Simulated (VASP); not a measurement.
Set up this calculation in VASP 6.6.1, as the native input.

| Property | Result |
| --- | --- |
| Task | single point |
| Functional | PBE |
| Potentials or basis | VASP PAW PBE potentials, release 64 (Cu) |
| Cutoff | 520 eV |
| k mesh | 4 × 4 × 4 |
| Occupations | methfessel-paxton, width 0.1 eV |
| Spin | no spin polarisation |
| Dipole correction | no |
| Further INCAR settings | LREAL = Auto; ALGO = Normal; EDIFF = 1e-07; NBANDS = 102 |

The structure of Cu lies in POSCAR:

```
Cu
1.0
   -3.6303500644      3.6303500644      3.6303500644
    3.6303500644     -3.6303500644      3.6303500644
    3.6303500644      3.6303500644     -3.6303500644
Cu
16
Direct
    0.0000000000      0.0000000000      0.0000000000
    0.0000000000      0.2500000000      0.7500000000
    0.0000000000      0.5000000000      0.5000000000
    0.0000000000      0.7500000000      0.2500000000
    0.2500000000      0.0000000000      0.7500000000
    0.2500000000      0.2500000000      0.5000000000
    0.2500000000      0.5000000000      0.2500000000
    0.2500000000      0.7500000000      0.0000000000
    0.5000000000      0.0000000000      0.5000000000
    0.5000000000      0.2500000000      0.2500000000
    0.5000000000      0.5000000000      0.0000000000
    0.5000000000      0.7500000000      0.7500000000
    0.7500000000      0.0000000000      0.2500000000
    0.7500000000      0.2500000000      0.0000000000
    0.7500000000      0.5000000000      0.7500000000
    0.7500000000      0.7500000000      0.5000000000
```

The input as run:

INCAR

```
SYSTEM = Cu
ALGO = Normal ; EDIFF = 1E-7
ENCUT = 520 ; GGA = PE
ISIF = 2 ; ISMEAR = 1
LASPH = .TRUE. ; LCHARG = .FALSE.
LREAL = Auto ; LWAVE = .FALSE.
NBANDS = 102 ; NELM = 100
PREC = Accurate ; SIGMA = 0.1
```

KPOINTS

```
k-points
0
G
  4 4 4
  0 0 0
```

Potentials or basis: VASP PAW PBE potentials, release 64 (Cu).

The run is started by

```sh
$ cat potpaw_PBE.64/Cu/POTCAR > POTCAR
$ mpirun -np 1 vasp_std > vasp.out
```

It gave:

```json
{
 "Pressure": "0.8 GPa",
 "Band gap on the k mesh": "zero (bands 88 and 89 overlap by 1.90 eV)"
}
```

Run time: 11 min on 1 thread of AMD EPYC 7R13, with other jobs on the host, peak memory 0.36 GiB.
